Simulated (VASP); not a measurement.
Runs of VASP 6.6.1 on NbOs3Au. The structure is that of space group Pm-3m (No. 221), or close to it. The cells are those of the table. 

```tsv
task	cell	k mesh	cutoff (eV)	gap on the mesh (eV)	pressure (GPa)	relaxed volume (Å³/atom)
relaxation of cell and atoms	relaxed from a = 4.726 Å, 5 atoms	8 × 8 × 8	600	none	0.0	(a)
single point	a = 4.128 Å, 5 atoms	4 × 4 × 4	520	none	(b)	-
relaxation of cell and atoms	relaxed from a = 4.128 Å, 5 atoms	4 × 4 × 4	600	none	0.2	21.03
single point	a = 4.726 Å, 5 atoms	4 × 4 × 4	520	none	-0.4	-
single point	a = 4.728 Å, 5 atoms	8 × 8 × 8	520	none	-0.5	-
```

Alike in all rows: level PBE; potentials or basis VASP PAW PBE potentials, release 64 (Nb_sv, Os, Au); no spin polarisation; smearing gaussian 0.1 eV.

**Question.** Fill in the values left out.

**Answer.** (a) 21.08; (b) 164.0.

Caveats: some runs use coarse meshes; spin-orbit coupling is left out, which moves the levels of the heavy elements; the volume moved by over 15 % at a fixed basis, so the end points are rough (at least some runs).

A k mesh can miss the band edges, and the runs leave out spin-orbit coupling on Au, Nb, Os.

A gap of «none» marks levels without a gap at the run's occupations.
